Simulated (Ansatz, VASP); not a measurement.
# One calculation of InSb, two programs

Contents of INCAR:

```
  ALGO = Normal
  EDIFF = 1E-6
  ENCUT = 520
  GGA = PS
  ISIF = 2
  ISMEAR = 0
  LASPH = True
  LCHARG = False
  LREAL = False
  LWAVE = False
  NBANDS = 16
  NELM = 60
  PREC = Accurate
  SIGMA = 0.1
```

File KPOINTS:

```
k-points
0
Gamma
  12 12 12
```

The input POSCAR:

```
InSb
1.0
    0.0000000000      3.2599290578      3.2599290578
    3.2599290578      0.0000000000      3.2599290578
    3.2599290578      3.2599290578      0.0000000000
In Sb
1 1
Direct
    0.0000000000      0.0000000000      0.0000000000
    0.2500000000      0.2500000000      0.2500000000
```

Input for Ansatz:

```yaml
crystal:
  lattice:
    - [0.0, 3.2599290578, 3.2599290578]
    - [3.2599290578, 0.0, 3.2599290578]
    - [3.2599290578, 3.2599290578, 0.0]
  atoms:
    - { symbol: In, position: [0.0, 0.0, 0.0] }
    - { symbol: Sb, position: [0.25, 0.25, 0.25] }
basis:
  ecutwfc: 420
kpoints:
  mp_grid: { grid: [12, 12, 12] }
  band_path:
    path:
      - [[0.0, 0.0, 0.0], [-0.5, -0.5, 0.0], [-0.375, -0.375, 0.25]]
      - [[-0.375, 0.0, 0.375], [0.0, 0.0, 0.0], [0.0, 0.0, 0.5], [-0.5, -0.25, 0.25], [-0.5, -0.5, 0.0]]
    npoints: 14
hamiltonian:
  xc: pbesol
scf:
  occupations: { method: gaussian, width: 0.1 }
  n_extra_bands: 6
output:
  forces: true
  stress: true
  eigenvalues: true
  populations: true
  dos: { projected: true, de: 0.02, nscf_kmesh: { grid: [18, 18, 18] } }
  bader: true
  write_density: true
  write_potential: true
  elf: true
  volumetric_format: npy
```

Alike in both runs: task single point; functional PBEsol; k mesh 12 × 12 × 12; occupations gaussian, width 0.1 eV; no spin polarisation.

```csv
,VASP,Ansatz
version,VASP 6.6.1,Ansatz 0.2.0
potentials or method,"VASP PAW PBE potentials, release 64 (In_d, Sb), cutoff 520 eV","scalar-relativistic, plane waves, PAW"
valence electrons in the cell,18,28
```

```tsv
	VASP	Ansatz	Ansatz less VASP
gap on the k mesh at the Fermi level (eV)	none	none	-
pressure (GPa)	0.0	0.0	-0.02
```

VASP's potentials were made for PBE, not for PBEsol. A gap of «none» marks a metal or a gap that the smearing closes. VASP's potentials hold 18 valence electrons a cell and Ansatz's 28, so a difference there can come from the potentials and not from the codes.

Neither program's run includes spin-orbit coupling.
